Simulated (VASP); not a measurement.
TiAl, 2 atoms in the cell. It takes space group P-6m2 (No. 187, hexagonal). The conventional cell has a = 2.917 Å, b = 2.917 Å, c = 4.277 Å, α = 90.00°, β = 90.00°, γ = 120.00°. Ti (site symmetry -6m2) has 6 Al at 2.72 Å and 6 Ti at 2.92 Å within 3.6 Å. Al (site symmetry -6m2) has 6 Ti at 2.72 Å and 6 Al at 2.92 Å within 3.6 Å. 

* Program: VASP 6.6.1
* Task: single point
* Functional: PBE
* Potentials or basis: VASP PAW PBE potentials, release 64 (Ti_sv, Al)
* Cutoff: 520 eV
* k mesh: 18 × 18 × 10
* Occupations: gaussian, width 0.15 eV
* Spin: no spin polarisation
* Dipole correction: no
* Further INCAR settings: ALGO = Fast; EDIFF = 1e-06; NBANDS = 14

Potentials or basis: VASP PAW PBE potentials, release 64 (Ti_sv, Al).

Command:

```sh
$ cat potpaw_PBE.64/Ti_sv/POTCAR potpaw_PBE.64/Al/POTCAR > POTCAR
$ mpirun -np 1 vasp_std > vasp.out
```

Hardware: 1 thread of Intel(R) Xeon(R) Platinum 8488C (Sapphire Rapids), on a shared host.

Task: How long does it take, and how much memory?

Result: Run time: 100 s on 1 thread of Intel(R) Xeon(R) Platinum 8488C (Sapphire Rapids), on a shared host, peak memory 0.22 GiB. Counts: scf iterations 25, k points 222.
